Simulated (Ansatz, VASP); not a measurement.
SiO2 in VASP and in Ansatz

File POSCAR:

```
SiO2
1.0
    0.0000000000      4.3503658186      7.2619795132
    2.1469154928      0.0000000000      7.2619795132
    2.1469154928      4.3503658186      0.0000000000
Si O
4 8
Direct
    0.5602521606      0.5602521606      0.9397478394
    0.3102521606      0.3102521606      0.6897478394
    0.6897478394      0.6897478394      0.3102521606
    0.9397478394      0.9397478394      0.5602521606
    0.6250000000      0.1250000000      0.6250000000
    0.6250000000      0.6250000000      0.1250000000
    0.6250000000      0.6250000000      0.6250000000
    0.1250000000      0.6250000000      0.6250000000
    0.1624043142      0.8375956858      0.1624043142
    0.8375956858      0.1624043142      0.8375956858
    0.4124043142      0.0875956858      0.4124043142
    0.0875956858      0.4124043142      0.0875956858
```

File INCAR.step1:

```
  PREC = Accurate
  ENCUT = 520
  ISMEAR = 0
  SIGMA = 0.02
  LREAL = False
  LASPH = True
  NELM = 100
  NBANDS = 44
  GGA = PE
  ALGO = Normal
  EDIFF = 1E-4
  LWAVE = True
  LCHARG = False
```

INCAR.step2

```
  PREC = Accurate
  ENCUT = 520
  EDIFF = 1E-7
  ISMEAR = 0
  SIGMA = 0.02
  LREAL = False
  LASPH = True
  NELM = 100
  ALGO = Normal
  ISIF = 2
  LWAVE = False
  LCHARG = False
  METAGGA = R2SCAN
  LMIXTAU = True
  NBANDS = 44
  ISTART = 1
```

The input KPOINTS:

```
Automatic mesh
0
Gamma
  6 6 6
```

Input for Ansatz:

```yaml
crystal:
  lattice:
    - [0.0, 4.3503658186, 7.2619795132]
    - [2.1469154928, 0.0, 7.2619795132]
    - [2.1469154928, 4.3503658186, 0.0]
  atoms:
    - { symbol: Si, position: [0.5602521606, 0.5602521606, 0.9397478394] }
    - { symbol: Si, position: [0.3102521606, 0.3102521606, 0.6897478394] }
    - { symbol: Si, position: [0.6897478394, 0.6897478394, 0.3102521606] }
    - { symbol: Si, position: [0.9397478394, 0.9397478394, 0.5602521606] }
    - { symbol: O, position: [0.625, 0.125, 0.625] }
    - { symbol: O, position: [0.625, 0.625, 0.125] }
    - { symbol: O, position: [0.625, 0.625, 0.625] }
    - { symbol: O, position: [0.125, 0.625, 0.625] }
    - { symbol: O, position: [0.1624043142, 0.8375956858, 0.1624043142] }
    - { symbol: O, position: [0.8375956858, 0.1624043142, 0.8375956858] }
    - { symbol: O, position: [0.4124043142, 0.0875956858, 0.4124043142] }
    - { symbol: O, position: [0.0875956858, 0.4124043142, 0.0875956858] }
basis:
  ecutwfc: 500
kpoints:
  mp_grid: { grid: [6, 6, 6] }
  band_path: { path: [VBM, CBM], npoints: 2 }
hamiltonian:
  xc: r2scan
scf:
  occupations: { method: gaussian, width: 0.02 }
output:
  forces: true
  stress: true
  eigenvalues: true
checkpoint:
  read: start.run
  write: ck
  compress: false
  write_wavefunctions: false
  write_every: 100000
```

Alike in both runs: task single point; functional r2SCAN; k mesh 6 × 6 × 6; occupations gaussian, width 0.02 eV; no spin polarisation.

|  | VASP | Ansatz |
| --- | --- | --- |
| version | VASP 6.6.1 | Ansatz 0.2.0 |
| potentials or method | VASP PAW PBE potentials, release 64 (Si, O), cutoff 520 eV | scalar-relativistic, plane waves, PAW |
| valence electrons in the cell | 64 | 64 |

Ansatz gave:

- gap on the k mesh at the Fermi level (eV): 6.48
- least direct gap on the mesh (eV): 6.48
- rms of the force components (eV/Å): 0.001

Question: Which values does VASP return?

Answer: gap on the k mesh at the Fermi level (eV): 6.46; least direct gap on the mesh (eV): 6.46; rms of the force components (eV/Å): 0.033.

VASP's potentials were made for PBE, not for r2SCAN. Atom by atom the forces differ by 0.033 eV/Å (rms over components).
